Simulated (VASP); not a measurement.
# V (P6/mmm) in VASP: a series of runs, part 2 of 2

VASP 6.6.1. Earlier steps stand in the parts before.

### 4 Single point, PBE (volume scaled by 0.65)

The input, INCAR:

```
PREC = Accurate ; ENCUT = 520
EDIFF = 1E-6 ; ISMEAR = -1
SIGMA = 0.05 ; LREAL = F
LASPH = T ; NELM = 60
ALGO = Normal ; ISIF = 2
LWAVE = F ; LCHARG = F
GGA = PE ; NBANDS = 12
```

The input, KPOINTS:

```
regular mesh
0
Gamma
  17 17 15
```

The input, POSCAR:

```
V
1.0
    2.2516521979      0.0000000000      0.0000000000
   -1.1258260990      1.9499880039      0.0000000000
    0.0000000000      0.0000000000      2.1021102901
V
1
Direct
    0.0000000000      0.0000000000      0.0000000000
```

Potentials or basis: VASP PAW PBE potentials, release 64 (V_sv).

Started as:

```sh
$ cat potpaw_PBE.64/V_sv/POTCAR > POTCAR
$ mpirun -np 1 vasp_std > vasp.out
```

OUTCAR:

```text
PREC = Accurate
   ENCUT = 520
   EDIFF = 1E-6
   ISMEAR = -1
   LREAL = F
   LASPH = T
   NELM = 60
   ISIF = 2
   GGA = PE

 ion  position               nearest neighbor table
   1  0.000  0.000  0.000-

  LATTYP: Found a hexagonal cell.
 ALAT       =     2.2516521979
 C/A-ratio  =     0.9335856986

  Lattice vectors:

 A1 = (   2.2516521979,   0.0000000000,   0.0000000000)
 A2 = (  -1.1258260990,   1.9499880039,   0.0000000000)
 A3 = (   0.0000000000,   0.0000000000,   2.1021102901)

Analysis of symmetry for initial positions (statically):
=====================================================================
 Subroutine PRICEL returns:
 Original cell was already a primitive cell.

 Routine SETGRP: Setting up the symmetry group for a
 hexagonal supercell.

 Subroutine GETGRP returns: Found 24 space group operations
 (whereof 24 operations were pure point group operations)
 out of a pool of 24 trial point group operations.

The static configuration has the point symmetry D_6h.

Analysis of symmetry for dynamics (positions and initial velocities):
=====================================================================
[... 160 lines left out ...]
 fundamental gap:      0.0073665336
 Fermi energy:        15.8068910603

 k-point     1 :       0.0000    0.0000    0.0000
  band No.  band energies     occupation
      1     -48.6764      2.00000
      2     -20.5410      2.00000
      3     -20.5410      2.00000
      4     -20.4707      2.00000
      5       8.4990      2.00000
      6      11.5530      2.00000
      7      15.6871      1.83299
      8      15.6871      1.83299
      9      21.2773      0.00000
     10      21.2773      0.00000
     11      35.8547      0.00000
     12      40.1223      0.00000
[... 331 lines left out ...]
 k-point    24 :       0.1765    0.1765    0.0000
  band No.  band energies     occupation
      1     -48.1419      2.00000
      2     -22.4900      2.00000
      3     -21.2162      2.00000
      4     -20.2309      2.00000
      5      12.0101      2.00000
      6      13.2137      2.00000
      7      13.3559      2.00000
      8      19.0173      0.00000
      9      19.8835      0.00000
     10      20.5649      0.00000
     11      34.5004      0.00000
     12      36.6775      0.00000

 [... further k-points ...]
[... 5 lines left out ...]
  --------------------------------------------------------------------------------------
  -------------------------------------------------------------------------------------
  Total        8.7560715      8.7560715      8.9014637     -0.0000000      0.0000000     -0.0000000
  in kB     1519.9564262   1519.9564262   1545.1948832     -0.0000000      0.0000000     -0.0000000
  external PRESSURE =    1528.3692452 kB  Pullay stress =       0.0000000 kB

 VOLUME and BASIS-vectors are now :
 -----------------------------------------------------------------------------
  energy-cutoff  :      520.00
  volume of cell :        9.23
      direct lattice vectors                 reciprocal lattice vectors
     2.251652198  0.000000000  0.000000000     0.444118324  0.256411834  0.000000000
    -1.125826099  1.949988004  0.000000000     0.000000000  0.512823668  0.000000000
     0.000000000  0.000000000  2.102110290     0.000000000  0.000000000  0.475712433

 POSITION                                       TOTAL-FORCE (eV/Angst)
 -----------------------------------------------------------------------------------
      0.00000      0.00000      0.00000        -0.000000      0.000000      0.000000
 -----------------------------------------------------------------------------------
    total drift:                               -0.000000      0.000000      0.000000

  FREE ENERGIE OF THE ION-ELECTRON SYSTEM (eV)
  ---------------------------------------------------
  free  energy   TOTEN  =        -6.8310224865 eV

  energy  without entropy=       -6.8251621078  energy(sigma->0) =       -6.82809230
```

OSZICAR:

```text
N       E                     dE             d eps       ncg     rms          rms(c)
DAV:   1     0.872274054499E+02    0.87227E+02   -0.69770E+03  6408   0.125E+03
DAV:   2    -0.631174760681E+01   -0.93539E+02   -0.90051E+02  6524   0.331E+02
DAV:   3    -0.734176811665E+01   -0.10300E+01   -0.10285E+01  6832   0.409E+01
DAV:   4    -0.734587931645E+01   -0.41112E-02   -0.41111E-02  6836   0.271E+00
DAV:   5    -0.734591750007E+01   -0.38184E-04   -0.38185E-04  6824   0.247E-01    0.325E+01
DAV:   6    -0.686375665212E+01    0.48216E+00   -0.79478E-01  6480   0.159E+01    0.126E+01
DAV:   7    -0.683354250162E+01    0.30214E-01   -0.55076E-02  6768   0.381E+00    0.324E+00
DAV:   8    -0.683112582161E+01    0.24167E-02   -0.10597E-02  6388   0.170E+00    0.110E-01
DAV:   9    -0.683102636407E+01    0.99458E-04   -0.15306E-04  6852   0.215E-01    0.302E-02
DAV:  10    -0.683102460583E+01    0.17582E-05   -0.10363E-05  6536   0.450E-02    0.127E-02
DAV:  11    -0.683102291607E+01    0.16898E-05   -0.60771E-07  3708   0.124E-02    0.241E-03
DAV:  12    -0.683102248651E+01    0.42956E-06   -0.70298E-08  3232   0.417E-03
   1 F= -.68310225E+01 E0= -.68280923E+01  d E =-.586038E-02
```

stdout:

```text
POSCAR found type information on POSCAR V
 POSCAR found :  1 types and       1 ions
 scaLAPACK will be used
 LDA part: xc-table for (Slater+PW92), standard interpolation
 POSCAR, INCAR and KPOINTS ok, starting setup
 FFT: planning ... GRIDC
 FFT: planning ... GRID_SOFT
 FFT: planning ... GRID
 WAVECAR not read
 entering main loop
```

Run time: 9 s. Hardware: 1 thread of Intel Xeon 6975P-C (Granite Rapids), shared host; peak memory 0.14 GiB.

What came out:

```yaml
Free_energy: -6.8310 eV
Pressure: 152.8 GPa
```

Stress tensor (GPa, compression positive):
```
152.00   0.00   0.00
  0.00 152.00   0.00
  0.00   0.00 154.52
```

Levels at points of the mesh, in eV from the Fermi level:
```csv
k point,band 3,band 4,band 5,band 6,band 7,band 8,band 9,band 10
"(0.00, 0.00, 0.00)",-36.35,-36.28,-7.31,-4.25,-0.12,-0.12,5.47,5.47
```

### 5 The runs side by side

```csv
cell,gap on the mesh (eV),pressure (GPa)
"a = 1.986, b = 1.986, c = 1.870 Å, angles 90.0, 90.0, 120.0°, 1 atom",none,585.1
"a = 2.128, b = 2.128, c = 1.991 Å, angles 90.0, 90.0, 120.0°, 1 atom",none,291.7
"a = 2.252, b = 2.252, c = 2.102 Å, angles 90.0, 90.0, 120.0°, 1 atom",none,152.8
```

Alike in all rows: task single point; level PBE; potentials or basis VASP PAW PBE potentials, release 64 (V_sv); no spin polarisation; k mesh 17 × 17 × 15; cutoff (eV) 520; smearing fermi-dirac 0.05 eV.

Total energies depend on the potentials used, so only differences within one code and one set of settings carry meaning.
